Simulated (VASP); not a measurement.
# Si (P6_3/mmc) in VASP: notebook, part 2 of 2

VASP 6.6.1. The steps go on from the part before.

**3. Single point, PBE**

This run uses another cell than the first one, of the same volume but with other edges.

File INCAR:

```
PREC     = Accurate       # precision mode
ENCUT    = 520            # plane-wave cutoff, eV
EDIFF    = 1E-6           # SCF threshold, eV
ISMEAR   = 0              # smearing method
SIGMA    = 0.05           # smearing width, eV
LREAL    = F              # projectors in reciprocal space
LASPH    = T              # aspherical terms in the spheres
NELM     = 60             # most SCF steps
ALGO     = Normal         # electronic algorithm
ISIF     = 2              # what is computed and relaxed
LWAVE    = F              # write WAVECAR
LCHARG   = T              # write CHGCAR
GGA      = PE             # functional
LELF     = T              # ELF
LVHAR    = T            
NBANDS   = 16             # bands
```

File KPOINTS:

```
regular mesh
0
Gamma
  12 12 6
```

File POSCAR:

```
Si
1.0
    3.6973121707      0.0000000000      0.0000000000
   -1.8486560853      3.2019662655      0.0000000000
    0.0000000000      0.0000000000      6.9051002099
Si
4
Direct
    0.3333333333      0.6666666667      0.0535050491
    0.6666666667      0.3333333333      0.5535050491
    0.3333333333      0.6666666667      0.4464949509
    0.6666666667      0.3333333333      0.9464949509
```

Potentials or basis: VASP PAW PBE potentials, release 64 (Si).

Run with:

```
> cat potpaw_PBE.64/Si/POTCAR > POTCAR
> mpirun -np 1 vasp_std > vasp.out
```

OUTCAR:

```text
PREC = Accurate
   ENCUT = 520
   EDIFF = 1E-6
   ISMEAR = 0
   LREAL = F
   LASPH = T
   NELM = 60
   ISIF = 2
   GGA = PE

 ion  position               nearest neighbor table
   1  0.333  0.667  0.054-   4 2.26   4 2.26   4 2.26   3 2.71
   2  0.667  0.333  0.554-   3 2.26   3 2.26   3 2.26   4 2.71
   3  0.333  0.667  0.446-   2 2.26   2 2.26   2 2.26   1 2.71
   4  0.667  0.333  0.946-   1 2.26   1 2.26   1 2.26   2 2.71

  LATTYP: Found a hexagonal cell.
 ALAT       =     3.6973121707
[... 649 lines left out ...]
     15      13.0494      0.00000
     16      13.2898      0.00000

 [... further k-points ...]
[... 5 lines left out ...]
  --------------------------------------------------------------------------------------
  -------------------------------------------------------------------------------------
  Total        6.5940703      6.5940703     -6.1912278      0.0000000      0.0000000      0.0000000
  in kB      129.2383174    129.2383174   -121.3429391      0.0000000      0.0000000      0.0000000
  external PRESSURE =      45.7112319 kB  Pullay stress =       0.0000000 kB

 VOLUME and BASIS-vectors are now :
 -----------------------------------------------------------------------------
  energy-cutoff  :      520.00
  volume of cell :       81.75
      direct lattice vectors                 reciprocal lattice vectors
     3.697312171  0.000000000  0.000000000     0.270466748  0.156154050  0.000000000
    -1.848656085  3.201966265  0.000000000     0.000000000  0.312308100  0.000000000
     0.000000000  0.000000000  6.905100210     0.000000000  0.000000000  0.144820491

 POSITION                                       TOTAL-FORCE (eV/Angst)
 -----------------------------------------------------------------------------------
     -0.00000      2.13464      0.36946        -0.000000     -0.000000      1.778364
      1.84866      1.06732      3.82201         0.000000      0.000000      1.778364
     -0.00000      2.13464      3.08309        -0.000000     -0.000000     -1.778364
      1.84866      1.06732      6.53564         0.000000     -0.000000     -1.778364
 -----------------------------------------------------------------------------------
    total drift:                               -0.000000      0.000000     -0.000000

  FREE ENERGIE OF THE ION-ELECTRON SYSTEM (eV)
  ---------------------------------------------------
  free  energy   TOTEN  =       -20.8223366830 eV

  energy  without entropy=      -20.8222611199  energy(sigma->0) =      -20.82229890
```

Wall time 2.3 min (1 thread of Intel Xeon 8259CL, shared host); peak memory 0.23 GiB.

Results:

| Quantity | Value |
| --- | --- |
| Free energy | -20.8223 eV |
| Pressure | 4.6 GPa |
| Largest force | 1.778 eV/Å |
| Band gap on the k mesh | 0.06 eV |

Forces on the atoms (eV/Å):
```
Si   0.000  0.000  1.778
Si   0.000  0.000  1.778
Si   0.000  0.000 -1.778
Si   0.000  0.000 -1.778
```

Levels at points of the mesh, in eV from the valence-band top:
| k point | band 4 | band 5 | band 6 | band 7 | band 8 | band 9 | band 10 | band 11 | band 12 | band 13 |
| --- | --- | --- | --- | --- | --- | --- | --- | --- | --- | --- |
| (0.00, 0.00, 0.00) | -1.13 | -1.13 | -0.34 | -0.34 | 0.00 | 0.06 | 2.16 | 2.67 | 2.67 | 3.87 |
| (0.50, 0.00, 0.00) | -6.72 | -4.03 | -2.82 | -2.36 | -1.94 | 0.75 | 1.97 | 2.39 | 3.21 | 4.05 |
| (0.00, 0.00, 0.50) | -4.38 | -0.78 | -0.78 | -0.78 | -0.78 | 2.59 | 2.59 | 3.22 | 3.22 | 3.22 |
| (0.50, 0.00, 0.50) | -7.46 | -2.43 | -2.43 | -2.38 | -2.38 | 0.69 | 0.69 | 1.35 | 1.35 | 5.93 |

Caveat: the cell stands under pressure; forces of over 1 eV/Å act on the atoms, so gaps and moduli don't describe the material at rest.

**4. Single point, PBE**

This run uses another cell than the first one, of the same volume but with other edges.

File INCAR:

```
PREC = Accurate
ENCUT = 520
EDIFF = 1E-7
ISMEAR = 0
SIGMA = 0.05
LREAL = F
LASPH = T
NELM = 100
ALGO = Normal
ISIF = 2
LWAVE = F
LCHARG = T
GGA = PE
LELF = T
LVHAR = T
NBANDS = 16
```

KPOINTS is that of step 3.

File POSCAR:

```
Si
1.0
    3.7558710575      0.0000000000      0.0000000000
   -1.8779355288      3.2526797491      0.0000000000
    0.0000000000      0.0000000000      6.6914598761
Si
4
Direct
    0.3333333333      0.6666666667      0.0440780254
    0.6666666667      0.3333333333      0.5440780254
    0.3333333333      0.6666666667      0.4559219746
    0.6666666667      0.3333333333      0.9559219746
```

Potentials or basis: VASP PAW PBE potentials, release 64 (Si).

Run with:

```
> cat potpaw_PBE.64/Si/POTCAR > POTCAR
> mpirun -np 1 vasp_std > vasp.out
```

OUTCAR:

```text
PREC = Accurate
   ENCUT = 520
   EDIFF = 1E-7
   ISMEAR = 0
   LREAL = F
   LASPH = T
   NELM = 100
   ISIF = 2
   GGA = PE

 ion  position               nearest neighbor table
   1  0.333  0.667  0.044-   4 2.25   4 2.25   4 2.25   3 2.76
   2  0.667  0.333  0.544-   3 2.25   3 2.25   3 2.25   4 2.76
   3  0.333  0.667  0.456-   2 2.25   2 2.25   2 2.25   1 2.76
   4  0.667  0.333  0.956-   1 2.25   1 2.25   1 2.25   2 2.76

  LATTYP: Found a hexagonal cell.
 ALAT       =     3.7558710575
 C/A-ratio  =     1.7816000000

  Lattice vectors:

 A1 = (   3.7558710575,   0.0000000000,   0.0000000000)
 A2 = (  -1.8779355288,   3.2526797491,   0.0000000000)
 A3 = (   0.0000000000,   0.0000000000,   6.6914598761)

Analysis of symmetry for initial positions (statically):
=====================================================================
 Subroutine PRICEL returns:
 Original cell was already a primitive cell.

 Routine SETGRP: Setting up the symmetry group for a
 hexagonal supercell.

 Subroutine GETGRP returns: Found 24 space group operations
 (whereof 12 operations were pure point group operations)
 out of a pool of 24 trial point group operations.

The static configuration has the point symmetry D_3d.
 The point group associated with its full space group is D_6h.

Analysis of symmetry for dynamics (positions and initial velocities):
=====================================================================
 Subroutine PRICEL returns:
 Original cell was already a primitive cell.

 Routine SETGRP: Setting up the symmetry group for a
 hexagonal supercell.

 Subroutine GETGRP returns: Found 24 space group operations
 (whereof 12 operations were pure point group operations)
 out of a pool of 24 trial point group operations.

[... 117 lines left out ...]
   NUPDOWN=      -1.0000    fix difference up-down
   EMIN   =  10.00;   EMAX   =-10.00  energy-range for DOS
   EFERMI =   0.00;   METHOD = LEGACY
   ISMEAR =     0;   SIGMA  =   0.05  broadening in eV -4-tet -1-fermi 0-gaus
   EFERMI_NEDOS =   21; number of points for ismear=-14 and -15
   IALGO  =     38    algorithm
   IMIX   =      4    mixing-type and parameters
     AMIX     =   0.40;   BMIX     =  1.00
     AMIX_MAG =   1.60;   BMIX_MAG =  1.00
  volume/ion in A,a.u.               =      20.44       137.91
  Fermi-wavevector in a.u.,A,eV,Ry     =   0.950511  1.796206 12.292475  0.903471
  Thomas-Fermi vector in A             =   2.078895
   LORBIT       =      0    0 simple, 1 ext, 2 COOP (PROOUT), +10 PAW based schemes
   GGA     = PE    functional components
   LHFCALC =     F    Hartree Fock is set to
   AEXX    =    0.0000 exact exchange contribution
   IVDW    =     0    specifies the selected vdW correction
   LEPSILON=     F    determine dielectric tensor
   LRPA    =     F    only Hartree local field effects (RPA)
 non-spin polarized calculation
 Gauss-broadening in eV      SIGMA  =   0.05
  energy-cutoff  :      520.00
  volume of cell :       81.75
 maximum number of plane-waves:      2241
 NGX is ok and might be reduce to    28

 number of electron      16.0000000 magnetization

 Free energy of the ion-electron system (eV)
  ---------------------------------------------------
  ext. energy  EPLUGINS =         0.00000000
  ---------------------------------------------------
  free energy    TOTEN  =       -20.67989009 eV

  energy without entropy =      -20.67920745  energy(sigma->0) =      -20.67954877

 E-fermi :   6.3764     XC(G=0):  -9.3160

 val. band max:        6.3762415981   @ k =   0.4167  -0.0000   0.0000
 cond. band min:       6.3841542406   @ k =   0.0000   0.0000   0.0000
 fundamental gap:      0.0079126425
 Fermi energy:         6.3763958782

 k-point     1 :       0.0000    0.0000    0.0000
  band No.  band energies     occupation
      1      -6.4046      2.00000
      2      -4.9594      2.00000
      3      -0.3721      2.00000
      4       4.3062      2.00000
      5       4.3062      2.00000
      6       5.1580      2.00000
[... 433 lines left out ...]
      3      -0.6905      2.00000
      4       0.6191      2.00000
      5       1.4892      2.00000
      6       3.0558      2.00000
[... 8 lines left out ...]
     15      12.9156      0.00000
     16      13.0552      0.00000

 [... further k-points ...]
[... 5 lines left out ...]
  --------------------------------------------------------------------------------------
  -------------------------------------------------------------------------------------
  Total        6.2405941      6.2405941     -4.9324270     -0.0000000      0.0000000     -0.0000000
  in kB      122.3104771    122.3104771    -96.6714847     -0.0000000      0.0000000     -0.0000000
  external PRESSURE =      49.3164898 kB  Pullay stress =       0.0000000 kB

 VOLUME and BASIS-vectors are now :
 -----------------------------------------------------------------------------
  energy-cutoff  :      520.00
  volume of cell :       81.75
      direct lattice vectors                 reciprocal lattice vectors
     3.755871057  0.000000000  0.000000000     0.266249822  0.153719406  0.000000000
    -1.877935529  3.252679749  0.000000000     0.000000000  0.307438813  0.000000000
     0.000000000  0.000000000  6.691459876     0.000000000  0.000000000  0.149444220

 POSITION                                       TOTAL-FORCE (eV/Angst)
 -----------------------------------------------------------------------------------
     -0.00000      2.16845      0.29495        -0.000000     -0.000000      2.146936
      1.87794      1.08423      3.64068         0.000000      0.000000      2.146936
     -0.00000      2.16845      3.05078        -0.000000     -0.000000     -2.146936
      1.87794      1.08423      6.39651         0.000000      0.000000     -2.146936
 -----------------------------------------------------------------------------------
    total drift:                               -0.000000      0.000000     -0.000000

  FREE ENERGIE OF THE ION-ELECTRON SYSTEM (eV)
  ---------------------------------------------------
  free  energy   TOTEN  =       -20.6798900869 eV

  energy  without entropy=      -20.6792074542  energy(sigma->0) =      -20.67954877
```

OSZICAR:

```text
N       E                     dE             d eps       ncg     rms          rms(c)
DAV:   1     0.274351278324E+02    0.27435E+02   -0.59551E+03  2432   0.815E+02
DAV:   2    -0.192223184965E+02   -0.46657E+02   -0.42249E+02  3344   0.122E+02
DAV:   3    -0.210848901734E+02   -0.18626E+01   -0.18503E+01  3288   0.227E+01
DAV:   4    -0.211069369342E+02   -0.22047E-01   -0.22041E-01  3064   0.321E+00
DAV:   5    -0.211073422441E+02   -0.40531E-03   -0.40529E-03  3328   0.411E-01    0.720E+00
DAV:   6    -0.208047929236E+02    0.30255E+00   -0.15552E-01  3064   0.189E+00    0.436E+00
DAV:   7    -0.206778907537E+02    0.12690E+00   -0.31333E-01  3040   0.275E+00    0.324E-01
DAV:   8    -0.206794200303E+02   -0.15293E-02   -0.30237E-02  2840   0.949E-01    0.179E-01
DAV:   9    -0.206797450669E+02   -0.32504E-03   -0.10741E-03  3344   0.192E-01    0.112E-01
DAV:  10    -0.206798768702E+02   -0.13180E-03   -0.23114E-04  2920   0.791E-02    0.277E-02
DAV:  11    -0.206798868875E+02   -0.10017E-04   -0.61190E-05  3200   0.406E-02    0.186E-02
DAV:  12    -0.206798880228E+02   -0.11353E-05   -0.55380E-06  3016   0.126E-02    0.140E-02
DAV:  13    -0.206798900017E+02   -0.19789E-05   -0.36672E-06  2872   0.987E-03    0.169E-03
DAV:  14    -0.206798901063E+02   -0.10454E-06   -0.64909E-08  2544   0.148E-03    0.708E-04
DAV:  15    -0.206798900869E+02    0.19331E-07   -0.10083E-08  1768   0.655E-04
   1 F= -.20679890E+02 E0= -.20679549E+02  d E =-.682633E-03
```

Wall time 1.8 min (1 thread of Intel Xeon 8259CL, shared host); peak memory 0.22 GiB.

What came out:

* Free energy: -20.6799 eV
* Pressure: 4.9 GPa
* Largest force: 2.147 eV/Å
* Band gap on the k mesh: zero (bands 8 and 9 overlap by 0.19 eV)

Forces on the atoms (eV/Å):
```
Si   0.000  0.000  2.147
Si   0.000  0.000  2.147
Si   0.000  0.000 -2.147
Si   0.000  0.000 -2.147
```

Caveat: the cell stands under pressure; semilocal functionals underestimate gaps, so a narrow gap can read as zero; forces of over 1 eV/Å act on the atoms, so gaps and moduli don't describe the material at rest.

**5. Overview**

```tsv
cell	gap on the mesh (eV)	pressure (GPa)	largest force (eV/Å)
a = 3.920, b = 3.920, c = 6.142 Å, angles 90.0, 90.0, 120.0°, 4 atoms, atomic positions A	0.12	1.0	1.60
a = 3.697, b = 3.697, c = 6.905 Å, angles 90.0, 90.0, 120.0°, 4 atoms, atomic positions B	0.06	4.6	1.78
a = 3.756, b = 3.756, c = 6.691 Å, angles 90.0, 90.0, 120.0°, 4 atoms, atomic positions C	none	4.9	2.15
```

Alike in all rows: task single point; level PBE; potentials or basis VASP PAW PBE potentials, release 64 (Si); no spin polarisation; k mesh 12 × 12 × 6; cutoff (eV) 520; smearing gaussian 0.05 eV.

Caveats: forces of over 1 eV/Å act on the atoms, so gaps and moduli don't describe the material at rest; the cell stands under pressure (at least some runs); semilocal functionals underestimate gaps, so a narrow gap can read as zero (at least some runs).

Absolute energies hang on the potentials; compare differences alone.
